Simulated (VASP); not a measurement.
# MnSiSe3 (Pm-3m) in VASP: notebook

MnSiSe3 is run at these levels: PBE; tasks: single point.

Program: VASP 6.6.1. These are calculated values, not measurements. Logs are shortened: lines on timing, memory, paths and dates and some standing lists are left out, and cuts for length are marked.

## Step 1: The cell of the first run

The structure is cubic, space group Pm-3m (No. 221). The conventional cell has a = 4.854 Å, b = 4.854 Å, c = 4.854 Å, α = 90.00°, β = 90.00°, γ = 90.00°. Mn (site symmetry m-3m) has 6 Se at 2.43 Å within 3.2 Å. Si (site symmetry m-3m) has 12 Se at 3.43 Å and 8 Mn at 4.20 Å within 4.5 Å. Within 3.2 Å of Se (site symmetry 4/mmm) lie 2 Mn at 2.43 Å.

The cell was built from a structure type or drawn by symmetry, and may not be a known phase.

## Step 2: Single point, PBE, collinear spin, ferromagnetic start

The input, INCAR:

```
SYSTEM = MnSiSe3
ALGO = Normal
EDIFF = 1E-6
ENCUT = 520
GGA = PE
ISIF = 2
ISMEAR = 0
ISPIN = 2
LASPH = .True.
LCHARG = .False.
LMAXMIX = 4
LORBIT = 11
LREAL = .False.
LWAVE = .False.
MAGMOM = 4 0 0 0 0
NBANDS = 30
NELM = 150
PREC = Accurate
SIGMA = 0.1
```

The input, KPOINTS:

```
k-points
0
Gamma
  4 4 4
  0 0 0
```

The input, POSCAR:

```
MnSiSe3
1.0
    4.8541694000      0.0000000000      0.0000000000
    0.0000000000      4.8541694000      0.0000000000
    0.0000000000      0.0000000000      4.8541694000
Mn Si Se
1 1 3
Direct
    0.5000000000      0.5000000000      0.5000000000
    0.0000000000      0.0000000000      0.0000000000
    0.5000000000      0.0000000000      0.5000000000
    0.0000000000      0.5000000000      0.5000000000
    0.5000000000      0.5000000000      0.0000000000
```

Potentials or basis: VASP PAW PBE potentials, release 64 (Mn_pv, Si, Se).

Run with:

```sh
cat potpaw_PBE.64/Mn_pv/POTCAR potpaw_PBE.64/Si/POTCAR potpaw_PBE.64/Se/POTCAR > POTCAR
mpirun -np 1 vasp_std > vasp.out
```

OUTCAR:

```text
SYSTEM = MnSiSe3
   EDIFF = 1E-6
   ENCUT = 520
   GGA = PE
   ISIF = 2
   ISMEAR = 0
   ISPIN = 2
   LASPH = .True.
   LORBIT = 11
   LREAL = .False.
   NELM = 150
   PREC = Accurate

 ion  position               nearest neighbor table
   1  0.500  0.500  0.500-   3 2.43   4 2.43   5 2.43   5 2.43   3 2.43   4 2.43
   2  0.000  0.000  0.000-
   3  0.500  0.000  0.500-   1 2.43   1 2.43
   4  0.000  0.500  0.500-   1 2.43   1 2.43
   5  0.500  0.500  0.000-   1 2.43   1 2.43

  LATTYP: Found a simple cubic cell.
 ALAT       =     4.8541694000

  Lattice vectors:

 A1 = (   4.8541694000,   0.0000000000,   0.0000000000)
 A2 = (   0.0000000000,   4.8541694000,   0.0000000000)
 A3 = (   0.0000000000,   0.0000000000,   4.8541694000)

Analysis of symmetry for initial positions (statically):
=====================================================================
 Subroutine PRICEL returns:
 Original cell was already a primitive cell.

 Routine SETGRP: Setting up the symmetry group for a
 simple cubic supercell.

 Subroutine GETGRP returns: Found 48 space group operations
 (whereof 48 operations were pure point group operations)
 out of a pool of 48 trial point group operations.

The static configuration has the point symmetry O_h .

Analysis of symmetry for dynamics (positions and initial velocities):
=====================================================================
 Subroutine PRICEL returns:
 Original cell was already a primitive cell.

 Routine SETGRP: Setting up the symmetry group for a
 simple cubic supercell.

 Subroutine GETGRP returns: Found 48 space group operations
 (whereof 48 operations were pure point group operations)
 out of a pool of 48 trial point group operations.

The dynamic configuration has the point symmetry O_h .

Analysis of structural, dynamic, and magnetic symmetry:
=====================================================================
 Subroutine PRICEL returns:
 Original cell was already a primitive cell.

 Routine SETGRP: Setting up the symmetry group for a
 simple cubic supercell.

 Subroutine GETGRP returns: Found 48 space group operations
 (whereof 48 operations were pure point group operations)
 out of a pool of 48 trial point group operations.

The overall configuration has the point symmetry O_h .

 Subroutine INISYM returns: Found 48 space group operations
 (whereof 48 operations are pure point group operations),
 and found     1 'primitive' translations

----------------------------------------------------------------------------------------

                                     Primitive cell

  volume of cell :     114.3786

  direct lattice vectors                    reciprocal lattice vectors
     4.854169400  0.000000000  0.000000000     0.206008468  0.000000000  0.000000000
     0.000000000  4.854169400  0.000000000     0.000000000  0.206008468  0.000000000
     0.000000000  0.000000000  4.854169400     0.000000000  0.000000000  0.206008468

  length of vectors
     4.854169400  4.854169400  4.854169400     0.206008468  0.206008468  0.206008468

  position of ions in fractional coordinates (direct lattice)
     0.500000000  0.500000000  0.500000000
     0.000000000  0.000000000  0.000000000
     0.500000000  0.000000000  0.500000000
     0.000000000  0.500000000  0.500000000
     0.500000000  0.500000000  0.000000000

  ion indices of the primitive-cell ions
   primitive index   ion index
                 1           1
                 2           2
                 3           3
                 4           4
                 5           5

----------------------------------------------------------------------------------------

 KPOINTS: k-points

Automatic generation of k-mesh.
 Grid dimensions read from file:
 generate k-points for:    4    4    4

 Generating k-lattice:

  Cartesian coordinates                     Fractional coordinates (reciprocal lattice)
     0.051502117  0.000000000  0.000000000     0.250000000  0.000000000  0.000000000
     0.000000000  0.051502117  0.000000000     0.000000000  0.250000000  0.000000000
     0.000000000  0.000000000  0.051502117     0.000000000  0.000000000  0.250000000

  Length of vectors
     0.051502117  0.051502117  0.051502117

  Shift w.r.t. Gamma in fractional coordinates (k-lattice)
     0.000000000  0.000000000  0.000000000

 Subroutine IBZKPT returns following result:
 ===========================================

 Found     10 irreducible k-points:

 Following reciprocal coordinates:
            Coordinates               Weight
  0.000000  0.000000  0.000000      1.000000
  0.250000  0.000000  0.000000      6.000000
  0.500000  0.000000  0.000000      3.000000
  0.250000  0.250000  0.000000     12.000000
  0.500000  0.250000  0.000000     12.000000
  0.500000  0.500000  0.000000      3.000000
  0.250000  0.250000  0.250000      8.000000
  0.500000  0.250000  0.250000     12.000000
  0.500000  0.500000  0.250000      6.000000
  0.500000  0.500000  0.500000      1.000000
   k-points           NKPTS =     10   k-points in BZ     NKDIM =     10   number of bands    NBANDS=     30
   number of dos      NEDOS =    301   number of ions     NIONS =      5
   total plane-waves  NPLWV =  46656
   dimension x,y,z NGX =    36 NGY =   36 NGZ =   36
   dimension x,y,z NGXF=    72 NGYF=   72 NGZF=   72
   ions per type =               1   1   3
   NGX,Y,Z   is equivalent  to a cutoff of  12.33, 12.33, 12.33 a.u.
   NGXF,Y,Z  is equivalent  to a cutoff of  24.66, 24.66, 24.66 a.u.
 SYSTEM =  MnSiSe3
   PREC   = accura    normal or accurate (medium, high low for compatibility)
   ISTART =      0    job   : 0-new  1-cont  2-samecut
   ICHARG =      2    charge: 1-file 2-atom 10-const
   ISPIN  =      2    spin polarized calculation?
   LNONCOLLINEAR =      F non collinear calculations
   LSORBIT =      F    spin-orbit coupling
   LASPH  =      T    aspherical Exc in radial PAW
   ENCUT  =  520.0 eV  38.22 Ry    6.18 a.u.   9.03  9.03  9.03*2*pi/ulx,y,z
   NELM   =    150;   NELMIN=  2; NELMDL= -5     # of ELM steps
   EDIFF  = 0.1E-05   stopping-criterion for ELM
   LREAL  =      F    real-space projection
   EDIFFG = 0.1E-04   stopping-criterion for IOM
   NSW    =      0    number of steps for IOM
   IBRION =     -1    ionic relax: 0-MD 1-quasi-New 2-CG
   NFREE  =      0    steps in history (QN), initial steepest desc. (CG)
   ISIF   =      2    stress and relaxation
   ISYM   =      2    0-nonsym 1-usesym 2-fastsym
   POTIM  = 0.5000    time-step for ionic-motion
   TEBEG  =    0.0;   TEEND  =   0.0 temperature during run
   PSTRESS=    0.0 pullay stress
   NELECT =      35.0000    total number of electrons
   NUPDOWN=      -1.0000    fix difference up-down
   EMIN   =  10.00;   EMAX   =-10.00  energy-range for DOS
   EFERMI =   0.00;   METHOD = LEGACY
   ISMEAR =     0;   SIGMA  =   0.10  broadening in eV -4-tet -1-fermi 0-gaus
   EFERMI_NEDOS =   21; number of points for ismear=-14 and -15
   IALGO  =     38    algorithm
   IMIX   =      4    mixing-type and parameters
     AMIX     =   0.40;   BMIX     =  1.00
     AMIX_MAG =   1.60;   BMIX_MAG =  1.00
  volume/ion in A,a.u.               =      22.88       154.37
  Fermi-wavevector in a.u.,A,eV,Ry     =   1.103187  2.084722 16.558592  1.217022
  Thomas-Fermi vector in A             =   2.239642
   LORBIT       =     11    0 simple, 1 ext, 2 COOP (PROOUT), +10 PAW based schemes
   GGA     = PE    functional components
   LHFCALC =     F    Hartree Fock is set to
   AEXX    =    0.0000 exact exchange contribution
   IVDW    =     0    specifies the selected vdW correction
   LEPSILON=     F    determine dielectric tensor
   LRPA    =     F    only Hartree local field effects (RPA)
 spin polarized calculation
 Gauss-broadening in eV      SIGMA  =   0.10
  energy-cutoff  :      520.00
  volume of cell :      114.38
 maximum number of plane-waves:      3112
   NGX = 19   NGY = 19   NGZ = 19

 number of electron      35.0000032 magnetization       3.6594412

 Free energy of the ion-electron system (eV)
  ---------------------------------------------------
  ext. energy  EPLUGINS =         0.00000000
  ---------------------------------------------------
  free energy    TOTEN  =       -23.08712855 eV

  energy without entropy =      -23.07187295  energy(sigma->0) =      -23.07950075

 E-fermi :   3.9778     XC(G=0):  -9.6892

 val. band max:        3.9330173194   @ k =   0.5000   0.5000   0.2500
 cond. band min:       4.0124528777   @ k =   0.5000   0.2500   0.2500
 fundamental gap:      0.0794355583
 Fermi energy:         3.9778315926

 spin component 1

 k-point     1 :       0.0000    0.0000    0.0000
  band No.  band energies     occupation
      1     -46.1576      1.00000
      2     -46.1576      1.00000
      3     -46.1576      1.00000
      4      -9.9784      1.00000
      5      -7.9854      1.00000
      6      -7.9854      1.00000
[... 287 lines left out ...]
      6      -8.3917      1.00000
[... 21 lines left out ...]
     28      12.3772      0.00000
     29      12.3772      0.00000
 Fermi energy:         3.9778315926

 spin component 2

 k-point     1 :       0.0000    0.0000    0.0000
  band No.  band energies     occupation
      1     -42.5995      1.00000
      2     -42.5995      1.00000
      3     -42.5995      1.00000
      4      -9.9400      1.00000
      5      -7.9614      1.00000
      6      -7.9614      1.00000
[... 287 lines left out ...]
      6      -8.4040      1.00000
[... 21 lines left out ...]
     28      12.4739      0.00000
     29      12.7963      0.00000
 [bands above 29 left out]

------------------------ aborting loop because EDIFF is reached ----------------------------------------

  FORCE on cell =-STRESS in cart. coord.  units (eV):
  Direction    XX          YY          ZZ          XY          YZ          ZX
  --------------------------------------------------------------------------------------
  -------------------------------------------------------------------------------------
  Total       -0.7109261     -0.7109261     -0.7109261     -0.0000000     -0.0000000      0.0000000
  in kB       -9.9584154     -9.9584154     -9.9584154     -0.0000000     -0.0000000      0.0000000
  external PRESSURE =      -9.9584154 kB  Pullay stress =       0.0000000 kB

 VOLUME and BASIS-vectors are now :
 -----------------------------------------------------------------------------
  energy-cutoff  :      520.00
  volume of cell :      114.38
      direct lattice vectors                 reciprocal lattice vectors
     4.854169400  0.000000000  0.000000000     0.206008468  0.000000000  0.000000000
     0.000000000  4.854169400  0.000000000     0.000000000  0.206008468  0.000000000
     0.000000000  0.000000000  4.854169400     0.000000000  0.000000000  0.206008468

 POSITION                                       TOTAL-FORCE (eV/Angst)
 -----------------------------------------------------------------------------------
      2.42708      2.42708      2.42708         0.000000      0.000000      0.000000
      0.00000      0.00000      0.00000         0.000000      0.000000      0.000000
      2.42708      0.00000      2.42708         0.000000      0.000000      0.000000
      0.00000      2.42708      2.42708         0.000000      0.000000      0.000000
      2.42708      2.42708      0.00000         0.000000      0.000000      0.000000
 -----------------------------------------------------------------------------------
    total drift:                                0.000000      0.000000      0.000000

  FREE ENERGIE OF THE ION-ELECTRON SYSTEM (eV)
  ---------------------------------------------------
  free  energy   TOTEN  =       -23.0871285480 eV

  energy  without entropy=      -23.0718729499  energy(sigma->0) =      -23.07950075

 total charge

# of ion       s       p       d       tot
------------------------------------------
    1        0.300   6.282   5.039  11.621
    2        1.002   0.374   0.000   1.376
    3        1.484   2.273   0.032   3.788
    4        1.484   2.273   0.032   3.788
    5        1.484   2.273   0.032   3.788
--------------------------------------------------
tot          5.753  13.473   5.135  24.361

 magnetization (x)

# of ion       s       p       d       tot
------------------------------------------
    1        0.041   0.020   3.275   3.336
    2        0.002   0.069   0.000   0.071
    3        0.007  -0.044   0.008  -0.029
    4        0.007  -0.044   0.008  -0.029
    5        0.007  -0.044   0.008  -0.029
--------------------------------------------------
tot          0.064  -0.042   3.299   3.321
```

It took 1.7 min on 1 thread of Intel Xeon 8259CL, shared host; peak memory 0.26 GiB.

What came out:

* Free energy: -23.0871 eV
* Pressure: -1.0 GPa
* Net moment: 3.66 μB per cell
* Site moments: Mn +3.34; Si +0.07; Se -0.03 μB
* Valence electrons inside the program's atomic spheres: Mn 11.62; Si 1.38; Se 3.79

Caveat: a cell with one magnetic atom can't hold antiferromagnetic order, which such compounds often take; semilocal functionals often make such compounds metallic where correlation or magnetic order opens a gap, which also shifts bond lengths. With open d or f shells a metallic result of PBE can be an artefact of self-interaction; +U or a hybrid may open a gap.

(Continued in part 2 of 2.)
